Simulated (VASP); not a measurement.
The system is CaSiH6.

```
Ca Si H
1.0
     3.59918    2.07799    2.31675
    -3.59918    2.07799    2.31675
     0.00000   -4.15598    2.31675
Ca Si H
1 1 6
Cartesian
  0.0000 0.0000 3.4751
  0.0000 0.0000 0.0000
  2.3327 1.3468 3.5298
  -2.3327 1.3468 3.5298
  0.0000 -2.6936 3.5298
  -2.3327 -1.3468 3.4205
  2.3327 -1.3468 3.4205
  0.0000 2.6936 3.4205
```

| Item | Value |
| --- | --- |
| Program | VASP 6.6.1 |
| Task | relaxation of cell and atoms |
| Functional | PBEsol |
| Potentials or basis | VASP PAW PBE potentials, release 64 (Ca_sv, Si, H) |
| Cutoff | 600 eV |
| k mesh | 4 × 4 × 4 |
| Occupations | fermi-dirac, width 0.03 eV |
| Spin | no spin polarisation |

At the start: pressure -15.7 GPa; volume 13.00 Å³/atom.

**Question.** Where does the relaxation end?

**Answer.** Over 14 steps the energy falls by 363.6 meV/atom and the volume is 8.41 Å³/atom (-35.3 %); space group R-3m (No. 166, to 0.1 Å) before and after.

The path:
```tsv
step	energy change (eV)	largest force (eV/Å)	pressure (GPa)	volume (Å³)
1	0.0000	1.3536	-15.67	103.96
2	-2.1525	0.7316	-11.20	85.94
3	-2.7746	0.1933	-3.23	75.49
4	-2.7869	0.4004	-1.19	73.74
5	-2.7869	0.3332	-1.85	74.28
6	-2.8322	0.2058	-1.86	72.88
7	-2.8842	0.1406	-1.48	69.08
8	-2.9016	0.0313	0.69	66.65
9	-2.9016	0.0315	0.65	66.69
10	-2.9070	0.0482	0.12	66.95
11	-2.9073	0.0541	-0.04	67.03
12	-2.9085	0.0262	0.11	67.04
13	-2.9087	0.0258	0.20	67.05
14	-2.9089	0.0096	-0.12	67.27
```

Final structure:
```xyz
8
Lattice="3.1565 1.8224 1.9491 -3.1565 1.8224 1.9491 0.0000 -3.6448 1.9491" Properties=species:S:1:pos:R:3 pbc="T T T"
Ca    0.0000    0.0000    2.9236
Si    0.0000    0.0000    0.0000
H     2.0461    1.1813    2.9119
H    -2.0461    1.1813    2.9119
H     0.0000   -2.3626    2.9119
H    -2.0461   -1.1813    2.9353
H     2.0461   -1.1813    2.9353
H     0.0000    2.3626    2.9353
```

Caveat: the volume moved by over 15 % at a fixed basis, so the end points are rough; the PAW data sets were made with another functional, which shifts forces and pressure a little.
